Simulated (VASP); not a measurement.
Runs of VASP 6.6.1 on Ti. The structure is that of space group Fm-3m (No. 225), or close to it. The cells are those of the table. 

```tsv
task	cell	gap on the mesh (eV)	pressure (GPa)
electric field gradients	a = 2.885, b = 2.885, c = 2.900 Å, angles 59.8, 59.8, 60.3°, 1 atom	none	-7.0
single point	a = 2.885, b = 2.885, c = 2.900 Å, angles 59.8, 59.8, 60.3°, 1 atom	none	-7.0
single point	a = 2.900, b = 2.900, c = 2.871 Å, angles 60.3, 60.3, 59.3°, 1 atom	none	-7.0
single point	a = 2.885, b = 2.885, c = 2.871 Å, angles 60.2, 60.2, 59.7°, 1 atom	none	-6.0
single point	a = 2.900, b = 2.900, c = 2.928 Å, angles 59.7, 59.7, 60.7°, 1 atom	none	-8.8
electric field gradients	a = 2.900, b = 2.900, c = 2.871 Å, angles 60.3, 60.3, 59.3°, 1 atom	none	-7.0
single point	a = 2.885 Å, angles 59.3°, 1 atom	none	(a)
single point	a = 2.857, b = 2.857, c = 2.871 Å, angles 59.8, 59.8, 60.3°, 1 atom	none	-3.9
```

Alike in all rows: level LDA; potentials or basis VASP PAW LDA potentials, release 64 (Ti_sv); no spin polarisation; k mesh 14 × 14 × 14; cutoff (eV) 520; smearing fermi-dirac 0.05 eV.

Task: Fill in the values left out.

Result: (a) -5.0.

Caveats: the cell stands under tension.

A gap of «none» marks levels without a gap at the run's occupations.
